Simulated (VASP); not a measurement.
**TePb: single point with PBE**

Crystal: TePb.

```
Pb Te
1.0
     0.00000    3.16504    3.16504
     3.16504    0.00000    3.16504
     3.16504    3.16504    0.00000
Pb Te
1 1
Direct
  0.00000 0.00000 0.00000
  0.50000 0.50000 0.50000
```

```yaml
Program: VASP 6.6.1
Task: single point
Functional: PBE
Potentials_or_basis: VASP PAW PBE potentials, release 64 (Pb_d, Te)
Cutoff: 520 eV
k_mesh: 7 × 7 × 7
Occupations: fermi-dirac, width 0.05 eV
Spin: no spin polarisation
```

* Pressure: 5.4 GPa

Levels at points of the mesh, in eV from the Fermi level:
| k point | band 6 | band 7 | band 8 | band 9 | band 10 | band 11 | band 12 | band 13 | band 14 | band 15 |
| --- | --- | --- | --- | --- | --- | --- | --- | --- | --- | --- |
| (0.00, 0.00, 0.00) | -12.91 | -5.78 | -1.95 | -1.95 | -1.95 | 3.79 | 3.79 | 3.79 | 5.29 | 5.29 |

It took 22 s on 1 thread of Intel(R) Xeon(R) Platinum 8259CL CPU @ 2.50GHz (Skylake/Cascade Lake) (shared host), peak memory 0.2 GiB.

Caveat: this odd mesh misses L, where the gap lies, so gap, dielectric constants and Born charges aren't listed; spin-orbit coupling is left out, which moves the levels of the heavy elements.
